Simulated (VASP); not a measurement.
Set up this calculation in VASP 6.6.1, as the native input.

| Item | Value |
| --- | --- |
| Task | relaxation of cell and atoms |
| Functional | LDA |
| Potentials or basis | VASP PAW LDA potentials, release 64 (Si) |
| Cutoff | 600 eV |
| k mesh | 12 × 12 × 12 |
| Occupations | gaussian, width 0.02 eV |
| Spin | no spin polarisation |
| Dipole correction | no |
| Further INCAR settings | ALGO = Normal; EDIFF = 1e-06; IBRION = 2; EDIFFG = -0.005; NSW = 100; ISIF = 3 |

The structure of Si lies in POSCAR:

```
Si
1.0
    0.0000000000      2.7009711426      2.7009711426
    2.7009711426      0.0000000000      2.7009711426
    2.7009711426      2.7009711426      0.0000000000
Si
2
Direct
    0.7500000000      0.7500000000      0.7500000000
    0.5000000000      0.5000000000      0.5000000000
```

These files were run (other wordings do the same):

INCAR

```
  ALGO = Normal
  EDIFF = 1E-6
  EDIFFG = -0.005
  ENCUT = 600
  GGA = CA
  IBRION = 2
  ISIF = 3
  ISMEAR = 0
  LASPH = T
  LCHARG = F
  LREAL = F
  LWAVE = F
  NELM = 60
  NSW = 100
  PREC = Accurate
  SIGMA = 0.02
```

KPOINTS

```
k-points
0
Gamma
  12 12 12
```

Potentials or basis: VASP PAW LDA potentials, release 64 (Si).

Run with:

```console
$ cat potpaw_LDA.64/Si/POTCAR > POTCAR
$ mpirun -np 1 vasp_std > vasp.out
```

It gave:

| Property | Result |
| --- | --- |
| Relaxed volume | 19.72 Å³/atom |
| Relaxed cell | a = 3.820 Å, b = 3.820 Å, c = 3.820 Å, α = 60.00°, β = 60.00°, γ = 60.00° |
| Space group after relaxing (to 0.05 Å) | Fd-3m (No. 227) |
| Energy gained by relaxing | 0.0 meV/atom |
| Ionic steps | 3 |
| Pressure after relaxing | 0.0 GPa |
| Band gap on the k mesh | 0.44 eV, indirect (least direct gap 2.53 eV) |

It took 23 s on 1 thread of AMD EPYC 7R43 64-Core Processor (Zen 3) (shared host), peak memory 0.12 GiB.
